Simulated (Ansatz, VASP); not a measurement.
# Two plane-wave programs on P

```xyz
4
Lattice="3.2837 0.0000 0.0000 0.0000 34.8570 0.0000 0.0000 0.0000 4.6321" Properties=species:S:1:pos:R:3 pbc="T T T"
P     0.0000   33.8204    2.9429
P     0.0000    1.0366    1.8892
P     1.6419    1.0366    0.4268
P     1.6419   33.8204    4.2052
```

Alike in both runs: task single point; functional PBEsol; k mesh 8 × 1 × 6; occupations gaussian, width 0.05 eV; no spin polarisation.

```csv
,VASP,Ansatz
version,VASP 6.6.1,Ansatz 0.2.0
potentials or method,"VASP PAW PBE potentials, release 64 (P), cutoff 520 eV","scalar-relativistic, plane waves, PAW"
valence electrons in the cell,20,20
```

VASP gave:

- gap on the k mesh at the Fermi level (eV): 0.60
- least direct gap on the mesh (eV): 0.66
- rms of the force components (eV/Å): 1.246

Task: Which values does Ansatz return?

Result: gap on the k mesh at the Fermi level (eV): 0.58; least direct gap on the mesh (eV): 0.66; rms of the force components (eV/Å): 1.253.

VASP's potentials were made for PBE, not for PBEsol. Atom by atom the forces differ by 0.011 eV/Å (rms over components). With one functional, cell and mesh, what is left measures potentials, basis and numerics.
